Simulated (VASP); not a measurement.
# TiCo3: single point with PBEsol

Crystal: TiCo3.

```xyz
4
Lattice="3.4529 0.0000 0.0000 0.0000 3.4529 0.0000 0.0000 0.0000 3.4529" Properties=species:S:1:pos:R:3 pbc="T T T"
Ti    0.0000    0.0000    0.0000
Co    0.0000    1.7265    1.7265
Co    1.7265    0.0000    1.7265
Co    1.7265    1.7265    0.0000
```

* Program: VASP 6.6.1
* Task: single point
* Functional: PBEsol
* Potentials or basis: VASP PAW PBE potentials, release 64 (Ti_sv, Co)
* Cutoff: 520 eV
* k mesh: 12 × 12 × 12
* Occupations: gaussian, width 0.15 eV
* Spin: collinear spin, ferromagnetic start
* Starting moments: [0.1, 0.22, 0.22, 0.22] μB
* Fixed moment: 0.76 μB
* Dipole correction: no
* Further INCAR settings: ALGO = Normal; EDIFF = 1e-06; NBANDS = 32

- Pressure: 17.0 GPa
- Net moment: 0.76 μB per cell
- Site moments: Ti -0.07; Co +0.28 μB
- Valence electrons inside the program's atomic spheres: Ti 10.62; Co 8.57

It took 8.1 min on 1 thread of Intel Xeon 8259CL, on a shared host, peak memory 0.26 GiB.

Caveat: the cell stands under pressure; the PAW data sets were made with another functional, which shifts forces and pressure a little; the total moment is fixed, so each spin has its own Fermi level and the state may be an excited one.
